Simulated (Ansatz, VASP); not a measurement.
## Ta2B2O in VASP and in Ansatz

```xyz
5
Lattice="3.4334 0.0000 0.0000 0.0000 3.4334 0.0000 0.0000 0.0000 5.0414" Properties=species:S:1:pos:R:3 pbc="T T T"
Ta    0.0000    1.7167    2.5207
Ta    1.7167    0.0000    2.5207
B     1.7167    1.7167    4.4271
B     1.7167    1.7167    0.6144
O     0.0000    0.0000    0.0000
```

Alike in both runs: task single point; functional PBE; k mesh 6 × 6 × 4; occupations gaussian, width 0.1 eV; no spin polarisation.

|  | VASP | Ansatz |
| --- | --- | --- |
| version | VASP 6.6.1 | Ansatz 0.2.0 |
| potentials or method | VASP PAW PBE potentials, release 64 (Ta_pv, B, O), cutoff 520 eV | scalar-relativistic, plane waves, PAW |
| valence electrons in the cell | 34 | 38 |

```tsv
	VASP	Ansatz	Ansatz less VASP
gap on the k mesh at the Fermi level (eV)	none	none	-
rms of the force components (eV/Å)	8.201	8.130	-0.0712
```

Atom by atom the forces differ by 0.071 eV/Å (rms over components). A gap of «none» marks a metal or a gap that the smearing closes. The functional is the same, so the differences come from potentials, cutoffs and numerics. VASP's potentials hold 34 valence electrons a cell and Ansatz's 38, so a difference there can come from the potentials and not from the codes.

Spin-orbit coupling is off throughout.
